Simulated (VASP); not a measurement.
Here is a VASP 6.6.1 calculation.

The input INCAR:

```
  PREC = Accurate
  ENCUT = 520
  EDIFF = 1E-6
  ISMEAR = 0
  SIGMA = 0.05
  LREAL = False
  LASPH = True
  NELM = 80
  ALGO = Normal
  ISIF = 2
  LWAVE = False
  LCHARG = False
  GGA = PE
  NBANDS = 44
```

KPOINTS

```
Automatic mesh
0
Gamma
  4 4 4
```

Contents of POSCAR:

```
CO2
1.0
    6.0577362522      0.0000000000      0.0000000000
    0.0000000000      6.0577362522      0.0000000000
    0.0000000000      0.0000000000      6.0577362522
C O
4 8
Direct
    0.0000000000      0.0000000000      0.0000000000
    0.5000000000      0.0000000000      0.5000000000
    0.5000000000      0.5000000000      0.0000000000
    0.0000000000      0.5000000000      0.5000000000
    0.1114834447      0.1114834447      0.1114834447
    0.3885165553      0.8885165553      0.6114834447
    0.6114834447      0.3885165553      0.8885165553
    0.8885165553      0.6114834447      0.3885165553
    0.8885165553      0.8885165553      0.8885165553
    0.6114834447      0.1114834447      0.3885165553
    0.3885165553      0.6114834447      0.1114834447
    0.1114834447      0.3885165553      0.6114834447
```

Potentials or basis: VASP PAW PBE potentials, release 64 (C, O).

Command:

```bash
$ cat potpaw_PBE.64/C/POTCAR potpaw_PBE.64/O/POTCAR > POTCAR
$ mpirun -np 1 vasp_std > vasp.out
```

Problem. Predict the pressure.

Solution. 1.2 GPa.

Problem. Predict the band gap on the k mesh.

Solution. 6.62 eV, direct.

Forces in eV/Å, atoms in the order of the input:
```
C    0.000  0.000  0.000
C    0.000  0.000  0.000
C    0.000  0.000  0.000
C    0.000  0.000  0.000
O    0.368  0.368  0.368
O   -0.368 -0.368  0.368
O    0.368 -0.368 -0.368
O   -0.368  0.368 -0.368
O   -0.368 -0.368 -0.368
O    0.368  0.368 -0.368
O   -0.368  0.368  0.368
O    0.368 -0.368  0.368
```

A k mesh can miss the band edges. As with any semilocal functional, this PBE gap is likely too small.
